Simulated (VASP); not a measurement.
# Bi2TeSe2 (Skippenite) (R-3m) in VASP: single point with PBEsol

Aim: the single point of Bi2TeSe2 (Skippenite) with PBEsol.

Program: VASP 6.6.1. These are calculated values, not measurements. Logs are shortened: lines on timing, memory, paths and dates and some standing lists are left out, and cuts for length are marked.

**1. The cell of the first run**

The structure is trigonal, space group R-3m (No. 166). Conventional cell: a = 4.265 Å, b = 4.265 Å, c = 29.708 Å, α = 90.00°, β = 90.00°, γ = 120.00°. Within 3.9 Å of Bi (site symmetry 3m) lie 3 Se at 2.99 Å and 3 Te at 3.12 Å. Te (site symmetry -3m) has 6 Bi at 3.12 Å within 4.1 Å. Within 3.9 Å of Se (site symmetry 3m) lie 3 Bi at 2.99 Å and 3 Se at 3.63 Å.

**2. Single point, PBEsol**

INCAR reads:

```
ALGO = Normal ; EDIFF = 1E-6
ENCUT = 520 ; GGA = PS
ISIF = 2 ; ISMEAR = -1
LASPH = T ; LCHARG = F
LREAL = F ; LWAVE = F
NBANDS = 32 ; NELM = 80
PREC = Accurate ; SIGMA = 0.1
```

KPOINTS reads:

```
k-points
0
Gamma
  6 6 6
```

POSCAR reads:

```
Bi2TeSe2
1.0
    2.1325202181      1.2312110322      9.9028192624
   -2.1325202181      1.2312110322      9.9028192624
    0.0000000000     -2.4624220645      9.9028192624
Bi Te Se
2 1 2
Direct
    0.3980600000      0.3980600000      0.3980600000
    0.6019400000      0.6019400000      0.6019400000
    0.0000000000      0.0000000000      0.0000000000
    0.2116000000      0.2116000000      0.2116000000
    0.7884000000      0.7884000000      0.7884000000
```

Potentials or basis: VASP PAW PBE potentials, release 64 (Bi_d, Te, Se).

Launch:

```console
cat potpaw_PBE.64/Bi_d/POTCAR potpaw_PBE.64/Te/POTCAR potpaw_PBE.64/Se/POTCAR > POTCAR
mpirun -np 1 vasp_std > vasp.out
```

OUTCAR:

```text
EDIFF = 1E-6
   ENCUT = 520
   GGA = PS
   ISIF = 2
   ISMEAR = -1
   LASPH = T
   LREAL = F
   NELM = 80
   PREC = Accurate

 ion  position               nearest neighbor table
   1  0.398  0.398  0.398-   5 2.99   5 2.99   5 2.99   3 3.12   3 3.12   3 3.12
   2  0.602  0.602  0.602-   4 2.99   4 2.99   4 2.99   3 3.12   3 3.12   3 3.12
   3  0.000  0.000  0.000-   2 3.12   1 3.12   2 3.12   2 3.12   1 3.12   1 3.12
   4  0.212  0.212  0.212-   2 2.99   2 2.99   2 2.99
   5  0.788  0.788  0.788-   1 2.99   1 2.99   1 2.99

  LATTYP: Found a trigonal (rhomboedric) cell.
 ALAT       =    10.2043790811
 COS(alpha) =     0.9126539756

  Lattice vectors:

 A1 = (   2.1325202181,   1.2312110322,   9.9028192624)
 A2 = (  -2.1325202181,   1.2312110322,   9.9028192624)
 A3 = (   0.0000000000,  -2.4624220645,   9.9028192624)

Analysis of symmetry for initial positions (statically):
=====================================================================
 Subroutine PRICEL returns:
 Original cell was already a primitive cell.

 Routine SETGRP: Setting up the symmetry group for a
 trigonal (rhombohedral) supercell.

 Subroutine GETGRP returns: Found 12 space group operations
 (whereof 12 operations were pure point group operations)
 out of a pool of 12 trial point group operations.

The static configuration has the point symmetry D_3d.

Analysis of symmetry for dynamics (positions and initial velocities):
=====================================================================
 Subroutine PRICEL returns:
 Original cell was already a primitive cell.

 Routine SETGRP: Setting up the symmetry group for a
 trigonal (rhombohedral) supercell.

 Subroutine GETGRP returns: Found 12 space group operations
 (whereof 12 operations were pure point group operations)
 out of a pool of 12 trial point group operations.

The dynamic configuration has the point symmetry D_3d.

 Subroutine INISYM returns: Found 12 space group operations
 (whereof 12 operations are pure point group operations),
 and found     1 'primitive' translations

----------------------------------------------------------------------------------------

                                     Primitive cell

  volume of cell :     156.0040
[... 86 lines left out ...]
   PREC   = accura    normal or accurate (medium, high low for compatibility)
   ISTART =      0    job   : 0-new  1-cont  2-samecut
   ICHARG =      2    charge: 1-file 2-atom 10-const
   ISPIN  =      1    spin polarized calculation?
   LNONCOLLINEAR =      F non collinear calculations
   LSORBIT =      F    spin-orbit coupling
   LASPH  =      T    aspherical Exc in radial PAW
   ENCUT  =  520.0 eV  38.22 Ry    6.18 a.u.  18.97 18.97 18.97*2*pi/ulx,y,z
   NELM   =     80;   NELMIN=  2; NELMDL= -5     # of ELM steps
   EDIFF  = 0.1E-05   stopping-criterion for ELM
   LREAL  =      F    real-space projection
   EDIFFG = 0.1E-04   stopping-criterion for IOM
   NSW    =      0    number of steps for IOM
   IBRION =     -1    ionic relax: 0-MD 1-quasi-New 2-CG
   NFREE  =      0    steps in history (QN), initial steepest desc. (CG)
   ISIF   =      2    stress and relaxation
   ISYM   =      2    0-nonsym 1-usesym 2-fastsym
   POTIM  = 0.5000    time-step for ionic-motion
   TEBEG  =    0.0;   TEEND  =   0.0 temperature during run
   PSTRESS=    0.0 pullay stress
   NELECT =      48.0000    total number of electrons
   NUPDOWN=      -1.0000    fix difference up-down
   EMIN   =  10.00;   EMAX   =-10.00  energy-range for DOS
   EFERMI =   0.00;   METHOD = LEGACY
   ISMEAR =    -1;   SIGMA  =   0.10  broadening in eV -4-tet -1-fermi 0-gaus
   EFERMI_NEDOS =   21; number of points for ismear=-14 and -15
   IALGO  =     38    algorithm
   IMIX   =      4    mixing-type and parameters
     AMIX     =   0.40;   BMIX     =  1.00
     AMIX_MAG =   1.60;   BMIX_MAG =  1.00
  volume/ion in A,a.u.               =      31.20       210.55
  Fermi-wavevector in a.u.,A,eV,Ry     =   1.105206  2.088537 16.619255  1.221481
  Thomas-Fermi vector in A             =   2.241690
   LORBIT       =      0    0 simple, 1 ext, 2 COOP (PROOUT), +10 PAW based schemes
   GGA     = PS    functional components
   LHFCALC =     F    Hartree Fock is set to
   AEXX    =    0.0000 exact exchange contribution
   IVDW    =     0    specifies the selected vdW correction
   LEPSILON=     F    determine dielectric tensor
   LRPA    =     F    only Hartree local field effects (RPA)
 non-spin polarized calculation
  energy-cutoff  :      520.00
  volume of cell :      156.00
 maximum number of plane-waves:      4224
 NGX is ok and might be reduce to    80
   NGX = 37   NGY = 37   NGZ = 37

 number of electron      47.9999999 magnetization

 Free energy of the ion-electron system (eV)
  ---------------------------------------------------
  ext. energy  EPLUGINS =         0.00000000
  ---------------------------------------------------
  free energy    TOTEN  =       -20.98774025 eV

  energy without entropy =      -20.98488853  energy(sigma->0) =      -20.98631439

 E-fermi :   4.9818     XC(G=0):  -9.4423

 val. band max:        4.6875202169   @ k =   0.0000   0.0000   0.0000
 cond. band min:       5.1480379906   @ k =   0.0000   0.0000   0.0000
 fundamental gap:      0.4605177737
 Fermi energy:         4.9818227866

 k-point     1 :       0.0000    0.0000    0.0000
  band No.  band energies     occupation
      1     -18.2008      2.00000
      2     -18.2008      2.00000
      3     -18.1979      2.00000
      4     -18.1979      2.00000
      5     -18.1931      2.00000
      6     -18.1908      2.00000
[... 829 lines left out ...]
     31       9.7165      0.00000
     32      10.9971      0.00000

 [... further k-points ...]
[... 5 lines left out ...]
  --------------------------------------------------------------------------------------
  -------------------------------------------------------------------------------------
  Total       -1.5948834     -1.5948831     -1.4761681      0.0000000      0.0000000      0.0000000
  in kB      -16.3796175    -16.3796151    -15.1603989      0.0000000      0.0000000      0.0000000
  external PRESSURE =     -15.9732105 kB  Pullay stress =       0.0000000 kB

 VOLUME and BASIS-vectors are now :
 -----------------------------------------------------------------------------
  energy-cutoff  :      520.00
  volume of cell :      156.00
      direct lattice vectors                 reciprocal lattice vectors
     2.132520218  1.231211032  9.902819262     0.234464366  0.135368074  0.033660448
    -2.132520218  1.231211032  9.902819262    -0.234464366  0.135368074  0.033660448
     0.000000000 -2.462422065  9.902819262     0.000000000 -0.270736149  0.033660448

 POSITION                                       TOTAL-FORCE (eV/Angst)
 -----------------------------------------------------------------------------------
      0.00000     -0.00000     11.82575         0.000000     -0.000000      1.668439
      0.00000     -0.00000     17.88271         0.000000      0.000000     -1.668439
      0.00000      0.00000      0.00000         0.000000      0.000000     -0.000000
      0.00000     -0.00000      6.28631         0.000000     -0.000000      0.891313
      0.00000     -0.00000     23.42215         0.000000      0.000000     -0.891313
 -----------------------------------------------------------------------------------
    total drift:                               -0.000000     -0.000000     -0.000000

  FREE ENERGIE OF THE ION-ELECTRON SYSTEM (eV)
  ---------------------------------------------------
  free  energy   TOTEN  =       -20.9877402513 eV

  energy  without entropy=      -20.9848885301  energy(sigma->0) =      -20.98631439
```

OSZICAR:

```text
N       E                     dE             d eps       ncg     rms          rms(c)
DAV:   1     0.455480003174E+03    0.45548E+03   -0.22177E+04  2048   0.150E+03
DAV:   2     0.302844283315E+02   -0.42520E+03   -0.40737E+03  2144   0.394E+02
DAV:   3    -0.196007930180E+02   -0.49885E+02   -0.47523E+02  2664   0.145E+02
DAV:   4    -0.216732501736E+02   -0.20725E+01   -0.20617E+01  2304   0.312E+01
DAV:   5    -0.217554823597E+02   -0.82232E-01   -0.82223E-01  3032   0.641E+00    0.569E+00
DAV:   6    -0.209927681889E+02    0.76271E+00   -0.72076E-01  2744   0.809E+00    0.403E+00
DAV:   7    -0.209905810687E+02    0.21871E-02   -0.36513E-01  2152   0.258E+00    0.266E+00
DAV:   8    -0.209888928881E+02    0.16882E-02   -0.75794E-02  2608   0.128E+00    0.459E-01
DAV:   9    -0.209875690064E+02    0.13239E-02   -0.20193E-03  2408   0.411E-01    0.255E-01
DAV:  10    -0.209877537653E+02   -0.18476E-03   -0.18419E-03  2424   0.211E-01    0.686E-02
DAV:  11    -0.209877368202E+02    0.16945E-04   -0.17131E-04  2448   0.948E-02    0.312E-02
DAV:  12    -0.209877409636E+02   -0.41434E-05   -0.31891E-05  2296   0.253E-02    0.192E-02
DAV:  13    -0.209877402513E+02    0.71222E-06   -0.70197E-06  2424   0.216E-02
   1 F= -.20987740E+02 E0= -.20986314E+02  d E =-.285172E-02
```

stdout:

```text
POSCAR found type information on POSCAR BiTeSe
 POSCAR found :  3 types and       5 ions
 scaLAPACK will be used
 -----------------------------------------------------------------------------
|                                                                             |
|                                                                             |
|     You enforced a specific xc type in the INCAR file but a different       |
|     I HOPE YOU KNOW WHAT YOU ARE DOING!                                     |
|                                                                             |
 -----------------------------------------------------------------------------

 LDA part: xc-table for (Slater+PW92), standard interpolation
 POSCAR, INCAR and KPOINTS ok, starting setup
 FFT: planning ... GRIDC
 FFT: planning ... GRID_SOFT
 FFT: planning ... GRID
 WAVECAR not read
 entering main loop
```

It took 20 min on 1 thread of AMD EPYC 7R43 (Zen 3), shared host; peak memory 0.96 GiB.

Results:

```
Free energy            : -20.9877 eV
Pressure               : -1.6 GPa
Largest force          : 1.668 eV/Å
Band gap on the k mesh : 0.46 eV, direct
```

Forces in eV/Å, atoms in the order of the input:
```
Bi   0.000  0.000  1.668
Bi   0.000  0.000 -1.668
Te   0.000  0.000  0.000
Se   0.000  0.000  0.891
Se   0.000  0.000 -0.891
```

Levels at points of the mesh, in eV from the valence-band top:
```tsv
k point	band 21	band 22	band 23	band 24	band 25	band 26	band 27	band 28
(0.00, 0.00, 0.00)	-1.34	-0.78	-0.78	0.00	0.46	1.07	1.07	2.25
(0.50, 0.00, 0.00)	-2.37	-1.89	-0.82	-0.42	0.92	1.51	2.64	3.50
(0.50, 0.50, 0.00)	-1.69	-1.56	-1.30	-0.78	1.36	1.83	2.04	3.23
(0.50, 0.50, 0.50)	-1.14	-1.02	-1.02	-0.43	0.98	1.32	1.32	1.92
```

Caveat: the PAW data sets were made with another functional, which shifts forces and pressure a little; spin-orbit coupling is left out, which moves the levels of the heavy elements. A k mesh can miss the band edges.
